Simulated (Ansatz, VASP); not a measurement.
Ga3As2P in VASP and in Ansatz

```
Ga P As
1.0
     2.01347   -3.48633   -0.00030
    -5.97949   -3.45246   -0.01740
    -0.02207   -0.01322   -9.79135
Ga P As
6 2 4
Direct
  0.00073 0.00002 0.00640
  0.49977 0.50038 0.00676
  0.49885 0.83293 0.32683
  0.99985 0.33259 0.32651
  0.99964 0.66663 0.66627
  0.50107 0.16705 0.66674
  0.50052 0.83372 0.08355
  0.99996 0.33345 0.08331
  0.99892 0.66612 0.41344
  0.49987 0.16640 0.41383
  0.00107 0.00020 0.75300
  0.49974 0.50049 0.75336
```

Change from the starting cell: cell x2, atoms moved at random (sigma 0.05 Å) and cell strained at random (1.5 %), then relaxed without symmetry.

Alike in both runs: functional PBE; k mesh 4 × 2 × 2; occupations gaussian, width 0.1 eV; no spin polarisation.

Ansatz relaxed the structure, and its values are those at the end. VASP's run is a single point on that final structure, the one shown.

|  | VASP | Ansatz |
| --- | --- | --- |
| version | VASP 6.6.1 | Ansatz 0.2.0 |
| potentials or method | VASP PAW PBE potentials, release 64 (Ga_d, P, As), cutoff 520 eV | scalar-relativistic, plane waves, PAW |
| valence electrons in the cell | 108 | 148 |

|  | VASP | Ansatz | Ansatz less VASP |
| --- | --- | --- | --- |
| gap on the k mesh at the Fermi level (eV) | 0.51 | 0.51 | +0.001 |
| least direct gap on the mesh (eV) | 0.51 | 0.51 | +0.001 |
| pressure (GPa) | 0.2 | 0.0 | -0.12 |
| rms of the force components (eV/Å) | 0.007 | 0.007 | -0.0006 |

VASP's potentials hold 108 valence electrons a cell and Ansatz's 148, so a difference there can come from the potentials and not from the codes.

The k mesh is coarse, so the values compare programs but aren't converged.
